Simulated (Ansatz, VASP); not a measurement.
One calculation of TaAs, two programs

```
CELL_PARAMETERS angstrom
0.00000 2.61987 2.61987
2.61987 0.00000 2.61987
2.61987 2.61987 0.00000
ATOMIC_POSITIONS crystal
Ta 0.50000 0.50000 0.50000
As 0.00000 0.00000 0.00000
```

Alike in both runs: functional r2SCAN; k mesh 8 × 8 × 8; occupations gaussian, width 0.1 eV; no spin polarisation.

Ansatz relaxed the structure, and its values are those at the end. VASP's run is a single point on that final structure, the one shown.

```csv
,VASP,Ansatz
version,VASP 6.6.1,Ansatz 0.2.0
potentials or method,"VASP PAW PBE potentials, release 64 (Ta_pv, As), cutoff 520 eV","scalar-relativistic, plane waves, PAW"
valence electrons in the cell,16,28
```

VASP gave:

* gap on the k mesh at the Fermi level (eV): none
* pressure (GPa): 0.6

Question: Which values does Ansatz return?

Answer: gap on the k mesh at the Fermi level (eV): none; pressure (GPa): 0.0.

VASP's potentials were made for PBE, not for r2SCAN. A gap of «none» marks a metal or a gap that the smearing closes. VASP's potentials hold 16 valence electrons a cell and Ansatz's 28, so a difference there can come from the potentials and not from the codes.

Neither program's run includes spin-orbit coupling.
